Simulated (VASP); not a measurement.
# PbSe (I4/mmm) in VASP: single point with PBEsol

Aim: the single point of PbSe with PBEsol.

Program: VASP 6.6.1. These are calculated values, not measurements. Logs are shortened: lines on timing, memory, paths and dates and some standing lists are left out, and cuts for length are marked.

**1. The cell of the first run**

The structure is tetragonal, space group I4/mmm (No. 139). Conventional cell: a = 4.460 Å, b = 4.460 Å, c = 6.124 Å, α = 90.00°, β = 90.00°, γ = 90.00°. Pb (site symmetry 4/mmm) has 6 Se at 3.06 to 3.15 Å within 4.0 Å. Within 4.0 Å of Se (site symmetry 4/mmm) lie 6 Pb at 3.06 to 3.15 Å.

**2. Single point, PBEsol (equal xx and yy strain of +3 %)**

Contents of INCAR:

```
  PREC = Accurate
  ENCUT = 520
  EDIFF = 1E-6
  ISMEAR = -1
  SIGMA = 0.01
  LREAL = False
  LASPH = True
  NELM = 80
  ALGO = Normal
  ISIF = 2
  LWAVE = False
  LCHARG = False
  GGA = PS
  NBANDS = 17
```

Contents of KPOINTS:

```
Automatic mesh
0
Gamma
  9 9 9
```

Contents of POSCAR:

```
PbSe
1.0
    0.0000000000      3.1540145000      3.0621500000
    3.1540145000      0.0000000000      3.0621500000
    3.1540145000      3.1540145000      0.0000000000
Pb Se
1 1
Direct
    0.0000000000      0.0000000000      0.0000000000
    0.5000000000      0.5000000000      0.5000000000
```

Potentials or basis: VASP PAW PBE potentials, release 64 (Pb_d, Se).

Run with:

```bash
$ cat potpaw_PBE.64/Pb_d/POTCAR potpaw_PBE.64/Se/POTCAR > POTCAR
$ mpirun -np 1 vasp_std > vasp.out
```

OUTCAR:

```text
PREC = Accurate
   ENCUT = 520
   EDIFF = 1E-6
   ISMEAR = -1
   LREAL = False
   LASPH = True
   NELM = 80
   ISIF = 2
   GGA = PS

 ion  position               nearest neighbor table
   1  0.000  0.000  0.000-   2 3.06   2 3.06   2 3.15   2 3.15   2 3.15   2 3.15
   2  0.500  0.500  0.500-   1 3.06   1 3.06   1 3.15   1 3.15   1 3.15   1 3.15

  LATTYP: Found a body centered tetragonal cell.
 ALAT       =     4.4604500818
 C/A-ratio  =     1.3730228761

  Lattice vectors:

 A1 = (   0.0000000000,  -3.1540145000,  -3.0621500000)
 A2 = (   0.0000000000,   3.1540145000,  -3.0621500000)
 A3 = (   3.1540145000,   0.0000000000,   3.0621500000)

Analysis of symmetry for initial positions (statically):
=====================================================================
 Subroutine PRICEL returns:
 Original cell was already a primitive cell.

 Routine SETGRP: Setting up the symmetry group for a
 body centered tetragonal supercell.

 Subroutine GETGRP returns: Found 16 space group operations
 (whereof 16 operations were pure point group operations)
 out of a pool of 16 trial point group operations.

The static configuration has the point symmetry D_4h.

Analysis of symmetry for dynamics (positions and initial velocities):
=====================================================================
 Subroutine PRICEL returns:
 Original cell was already a primitive cell.

 Routine SETGRP: Setting up the symmetry group for a
 body centered tetragonal supercell.

 Subroutine GETGRP returns: Found 16 space group operations
 (whereof 16 operations were pure point group operations)
 out of a pool of 16 trial point group operations.

The dynamic configuration has the point symmetry D_4h.

 Subroutine INISYM returns: Found 16 space group operations
 (whereof 16 operations are pure point group operations),
 and found     1 'primitive' translations

----------------------------------------------------------------------------------------

                                     Primitive cell

  volume of cell :      60.9234

  direct lattice vectors                    reciprocal lattice vectors
     0.000000000  3.154014500  3.062150000    -0.158528123  0.158528123  0.163283967
     3.154014500  0.000000000  3.062150000     0.158528123 -0.158528123  0.163283967
     3.154014500  3.154014500  0.000000000     0.158528123  0.158528123 -0.163283967

  length of vectors
     4.395972030  4.395972030  4.460450082     0.277351737  0.277351737  0.277351737

  position of ions in fractional coordinates (direct lattice)
     0.000000000  0.000000000  0.000000000
     0.500000000  0.500000000  0.500000000

  ion indices of the primitive-cell ions
   primitive index   ion index
                 1           1
                 2           2

----------------------------------------------------------------------------------------

 KPOINTS: Automatic mesh

Automatic generation of k-mesh.
 Grid dimensions read from file:
 generate k-points for:    9    9    9

 Generating k-lattice:

  Cartesian coordinates                     Fractional coordinates (reciprocal lattice)
    -0.017614236  0.017614236  0.018142663     0.111111111 -0.000000000  0.000000000
     0.017614236 -0.017614236  0.018142663    -0.000000000  0.111111111  0.000000000
     0.017614236  0.017614236 -0.018142663     0.000000000  0.000000000  0.111111111

  Length of vectors
     0.030816860  0.030816860  0.030816860

  Shift w.r.t. Gamma in fractional coordinates (k-lattice)
     0.000000000  0.000000000  0.000000000

 Subroutine IBZKPT returns following result:
 ===========================================

 Found     75 irreducible k-points:

 Following reciprocal coordinates:
            Coordinates               Weight
  0.000000  0.000000  0.000000      1.000000
  0.111111  0.000000  0.000000      8.000000
  0.222222  0.000000  0.000000      8.000000
  0.333333  0.000000  0.000000      8.000000
  0.444444  0.000000  0.000000      8.000000
  0.111111  0.111111  0.000000      2.000000
[... 16 lines left out ...]
 -0.333333  0.333333  0.000000      4.000000
  0.444444  0.444444  0.000000      2.000000
 [... further k-points ...]
   k-points           NKPTS =     75   k-points in BZ     NKDIM =     75   number of bands    NBANDS=     17
   number of dos      NEDOS =    301   number of ions     NIONS =      2
   total plane-waves  NPLWV =  46656
   dimension x,y,z NGX =    36 NGY =   36 NGZ =   36
   dimension x,y,z NGXF=    72 NGYF=   72 NGZF=   72
   ions per type =               1   1
   NGX,Y,Z   is equivalent  to a cutoff of  13.61, 13.61, 13.42 a.u.
   NGXF,Y,Z  is equivalent  to a cutoff of  27.23, 27.23, 26.84 a.u.
 SYSTEM =  unknown system
   PREC   = accura    normal or accurate (medium, high low for compatibility)
   ISTART =      0    job   : 0-new  1-cont  2-samecut
   ICHARG =      2    charge: 1-file 2-atom 10-const
   ISPIN  =      1    spin polarized calculation?
   LNONCOLLINEAR =      F non collinear calculations
   LSORBIT =      F    spin-orbit coupling
   LASPH  =      T    aspherical Exc in radial PAW
   ENCUT  =  520.0 eV  38.22 Ry    6.18 a.u.   8.17  8.17  8.29*2*pi/ulx,y,z
   NELM   =     80;   NELMIN=  2; NELMDL= -5     # of ELM steps
   EDIFF  = 0.1E-05   stopping-criterion for ELM
   LREAL  =      F    real-space projection
   EDIFFG = 0.1E-04   stopping-criterion for IOM
   NSW    =      0    number of steps for IOM
   IBRION =     -1    ionic relax: 0-MD 1-quasi-New 2-CG
   NFREE  =      0    steps in history (QN), initial steepest desc. (CG)
   ISIF   =      2    stress and relaxation
   ISYM   =      2    0-nonsym 1-usesym 2-fastsym
   POTIM  = 0.5000    time-step for ionic-motion
   TEBEG  =    0.0;   TEEND  =   0.0 temperature during run
   PSTRESS=    0.0 pullay stress
   NELECT =      20.0000    total number of electrons
   NUPDOWN=      -1.0000    fix difference up-down
   EMIN   =  10.00;   EMAX   =-10.00  energy-range for DOS
   EFERMI =   0.00;   METHOD = LEGACY
   ISMEAR =    -1;   SIGMA  =   0.01  broadening in eV -4-tet -1-fermi 0-gaus
   EFERMI_NEDOS =   21; number of points for ismear=-14 and -15
   IALGO  =     38    algorithm
   IMIX   =      4    mixing-type and parameters
     AMIX     =   0.40;   BMIX     =  1.00
     AMIX_MAG =   1.60;   BMIX_MAG =  1.00
  volume/ion in A,a.u.               =      30.46       205.57
  Fermi-wavevector in a.u.,A,eV,Ry     =   1.129337  2.134137 17.352898  1.275402
  Thomas-Fermi vector in A             =   2.266030
   LORBIT       =      0    0 simple, 1 ext, 2 COOP (PROOUT), +10 PAW based schemes
   GGA     = PS    functional components
   LHFCALC =     F    Hartree Fock is set to
   AEXX    =    0.0000 exact exchange contribution
   IVDW    =     0    specifies the selected vdW correction
   LEPSILON=     F    determine dielectric tensor
   LRPA    =     F    only Hartree local field effects (RPA)
 non-spin polarized calculation
  energy-cutoff  :      520.00
  volume of cell :       60.92
 maximum number of plane-waves:      1671
 NGX is ok and might be reduce to    36
   NGX = 17   NGY = 17   NGZ = 17

 number of electron      20.0000002 magnetization

 Free energy of the ion-electron system (eV)
  ---------------------------------------------------
  ext. energy  EPLUGINS =         0.00000000
  ---------------------------------------------------
  free energy    TOTEN  =        -8.86428304 eV

  energy without entropy =       -8.86428304  energy(sigma->0) =       -8.86428304

 E-fermi :   4.2253     XC(G=0):  -9.4430

 val. band max:        4.0128112156   @ k =   0.4444   0.0000   0.0000
 cond. band min:       4.7167876433   @ k =   0.4444   0.0000   0.0000
 fundamental gap:      0.7039764277
 Fermi energy:         4.2253018721

 k-point     1 :       0.0000    0.0000    0.0000
  band No.  band energies     occupation
      1     -12.4784      2.00000
      2     -12.4763      2.00000
      3     -12.4687      2.00000
      4     -12.4687      2.00000
      5     -12.4602      2.00000
      6      -8.9314      2.00000
[... 9 lines left out ...]
     16      10.8773      0.00000
     17      11.9596      0.00000

 k-point     2 :       0.1111    0.0000    0.0000
  band No.  band energies     occupation
      1     -12.4776      2.00000
      2     -12.4773      2.00000
      3     -12.4676      2.00000
      4     -12.4660      2.00000
      5     -12.4614      2.00000
      6      -8.8470      2.00000
[... 9 lines left out ...]
     16      11.0695      0.00000
     17      12.8253      0.00000

 k-point     3 :       0.2222    0.0000    0.0000
  band No.  band energies     occupation
      1     -12.4821      2.00000
      2     -12.4765      2.00000
      3     -12.4686      2.00000
      4     -12.4588      2.00000
      5     -12.4579      2.00000
      6      -8.6115      2.00000
[... 9 lines left out ...]
     16      11.7137      0.00000
     17      14.4245      0.00000

 k-point     4 :       0.3333    0.0000    0.0000
  band No.  band energies     occupation
      1     -12.4877      2.00000
      2     -12.4796      2.00000
      3     -12.4699      2.00000
      4     -12.4519      2.00000
      5     -12.4482      2.00000
      6      -8.2910      2.00000
[... 9 lines left out ...]
     16      12.7468      0.00000
     17      15.5053      0.00000
[... 343 lines left out ...]
      1     -12.5378      2.00000
      2     -12.4839      2.00000
      3     -12.4685      2.00000
      4     -12.4392      2.00000
      5     -12.4351      2.00000
      6      -7.6824      2.00000
[... 9 lines left out ...]
     16      14.5700      0.00000
     17      16.3733      0.00000

 k-point    23 :      -0.3333    0.3333    0.0000
  band No.  band energies     occupation
      1     -12.5231      2.00000
      2     -12.4753      2.00000
      3     -12.4747      2.00000
      4     -12.4462      2.00000
      5     -12.4395      2.00000
      6      -7.7336      2.00000
[... 9 lines left out ...]
     16      13.4390      0.00000
     17      15.9008      0.00000

 k-point    24 :       0.4444    0.4444    0.0000
  band No.  band energies     occupation
      1     -12.5567      2.00000
      2     -12.4935      2.00000
      3     -12.4594      2.00000
      4     -12.4317      2.00000
      5     -12.4317      2.00000
      6      -7.6714      2.00000
[... 9 lines left out ...]
     16      15.0991      0.00000
     17      16.4870      0.00000

 [... further k-points ...]

------------------------ aborting loop because EDIFF is reached ----------------------------------------

  FORCE on cell =-STRESS in cart. coord.  units (eV):
  Direction    XX          YY          ZZ          XY          YZ          ZX
  --------------------------------------------------------------------------------------
  -------------------------------------------------------------------------------------
  Total       -1.5444633     -1.5444633     -0.4686031      0.0000000      0.0000000     -0.0000000
  in kB      -40.6166730    -40.6166730    -12.3234380      0.0000000      0.0000000     -0.0000000
  external PRESSURE =     -31.1855947 kB  Pullay stress =       0.0000000 kB

 VOLUME and BASIS-vectors are now :
 -----------------------------------------------------------------------------
  energy-cutoff  :      520.00
  volume of cell :       60.92
      direct lattice vectors                 reciprocal lattice vectors
     0.000000000  3.154014500  3.062150000    -0.158528123  0.158528123  0.163283967
     3.154014500  0.000000000  3.062150000     0.158528123 -0.158528123  0.163283967
     3.154014500  3.154014500  0.000000000     0.158528123  0.158528123 -0.163283967

 POSITION                                       TOTAL-FORCE (eV/Angst)
 -----------------------------------------------------------------------------------
      0.00000      0.00000      0.00000         0.000000      0.000000      0.000000
      3.15401      3.15401      3.06215         0.000000      0.000000     -0.000000
 -----------------------------------------------------------------------------------
    total drift:                                0.000000      0.000000      0.000000

  FREE ENERGIE OF THE ION-ELECTRON SYSTEM (eV)
  ---------------------------------------------------
  free  energy   TOTEN  =        -8.8642830412 eV

  energy  without entropy=       -8.8642830412  energy(sigma->0) =       -8.86428304
```

It took 49 s on 1 thread of Intel Xeon Platinum 8488C (Sapphire Rapids), shared host; peak memory 0.25 GiB.

What came out:

```
Free energy            : -8.8643 eV
Pressure               : -3.1 GPa
Band gap on the k mesh : 0.70 eV, direct
```

Levels at points of the mesh, in eV from the valence-band top:
| k point | band 7 | band 8 | band 9 | band 10 | band 11 | band 12 | band 13 | band 14 |
| --- | --- | --- | --- | --- | --- | --- | --- | --- |
| (0.00, 0.00, 0.00) | -6.24 | -1.61 | -1.35 | -1.35 | 4.51 | 4.51 | 5.16 | 6.69 |

Caveat: the cell differs from its parent crystal (equal xx and yy strain of +3 %); the PAW data sets were made with another functional, which shifts forces and pressure a little; spin-orbit coupling is left out, which moves the levels of the heavy elements. A k mesh can miss the band edges.
